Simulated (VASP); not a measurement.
## AlN: single point with PBE

AlN:

```
Al N
1.0
     0.00000    2.18399    2.18399
     2.18399    0.00000    2.18399
     2.18399    2.18399    0.00000
Al N
1 1
Direct
  0.10302 0.10302 0.82413
  0.75000 0.75000 0.75000
```

This cell differs from its parent crystal: atom 1 (Al) moved by (-0.225, +0.450) A along [1 1 0] and z.

```json
{"Program": "VASP 6.6.1", "Task": "single point", "Functional": "PBE", "Potentials or basis": "VASP PAW PBE potentials, release 64 (Al, N)", "Cutoff": "520 eV", "k mesh": "10 × 10 × 10", "Occupations": "gaussian, width 0.05 eV", "Spin": "no spin polarisation"}
```

```yaml
Pressure: 25.4 GPa
Largest_force: 4.643 eV/Å
Band_gap_on_the_k_mesh: 2.10 eV, indirect (least direct gap 2.58 eV)
```

Forces in eV/Å, atoms in the order of the input:
```
Al  -0.479 -0.479 -4.593
N    0.479  0.479  4.593
```

Stress tensor (GPa, compression positive):
```
 37.11 -32.95   0.46
-32.95  37.11   0.46
  0.46   0.46   2.02
```

Levels at points of the mesh, in eV from the valence-band top:
```tsv
k point	band 1	band 2	band 3	band 4	band 5	band 6	band 7	band 8
(0.00, 0.00, 0.00)	-16.10	-2.19	-1.15	0.00	2.58	11.45	11.49	11.94
(0.50, 0.00, 0.00)	-14.01	-7.23	-1.77	-0.73	5.46	7.90	9.93	11.06
(0.00, 0.00, 0.50)	-14.18	-6.41	-2.63	-1.52	6.25	8.63	9.89	10.11
(0.50, 0.50, 0.50)	-14.11	-6.83	-2.58	-0.66	5.51	8.36	10.44	10.55
(0.50, 0.50, 0.00)	-13.48	-5.97	-3.70	-2.24	2.37	7.38	11.93	14.56
(0.00, 0.50, 0.50)	-13.45	-6.11	-2.93	-2.36	2.10	6.49	11.72	14.89
```

Wall time 28 s on 1 thread of Intel(R) Xeon(R) 6975P-C (Granite Rapids), with other jobs on the host, peak memory 0.18 GiB.

Caveat: the cell differs from its parent crystal (atom 1 (Al) moved by (-0.225, +0.450) A along [1 1 0] and z); forces of over 1 eV/Å act on the atoms, so gaps and moduli don't describe the material at rest. A k mesh can miss the band edges.
